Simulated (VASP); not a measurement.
A run of VASP 6.6.1 is set up as follows.

Contents of POSCAR:

```
GaN
1.0
    3.1799996605      0.0000000000      0.0000000000
   -1.5899998303      2.7539604900      0.0000000000
    0.0000000000      0.0000000000      5.1660000000
Ga N
2 2
Direct
    0.3228111146      0.6589638679      0.0000000000
    0.6771888854      0.3410361321      0.5000000000
    0.3418463624      0.6728986364      0.3750000000
    0.6581536376      0.3271013636      0.8750000000
```

File INCAR.step1:

```
ALGO = Normal ; EDIFF = 1E-4
ENCUT = 520 ; GGA = PE
ISMEAR = 0 ; LASPH = True
LCHARG = False ; LREAL = False
LWAVE = True ; NBANDS = 26
NELM = 80 ; PREC = Accurate
SIGMA = 0.05
```

File INCAR.step2:

```
ALGO = Normal ; EDIFF = 1E-6
ENCUT = 520 ; ISIF = 2
ISMEAR = 0 ; ISTART = 1
LASPH = True ; LCHARG = True
LELF = True ; LMIXTAU = True
LREAL = False ; LVHAR = True
LWAVE = False ; METAGGA = R2SCAN
NBANDS = 26 ; NELM = 80
PREC = Accurate ; SIGMA = 0.05
```

The input KPOINTS:

```
k-points
0
Gamma
  12 12 6
```

Potentials or basis: VASP PAW PBE potentials, release 64 (Ga_d, N).

Command:

```sh
$ cat potpaw_PBE.64/Ga_d/POTCAR potpaw_PBE.64/N/POTCAR > POTCAR
$ cp INCAR.step1 INCAR
$ mpirun -np 1 vasp_std > vasp.out
$ cp INCAR.step2 INCAR
$ mpirun -np 1 vasp_std > vasp.out
```

(1) Estimate the band gap on the k mesh.

(2) Estimate the pressure.

## Answers

(1) 2.35 eV.

(2) 2.2 GPa.

Caveat: the cell differs from its parent crystal (atoms displaced along a vibrational mode); the PAW data sets were made with another functional, which shifts forces and pressure a little.
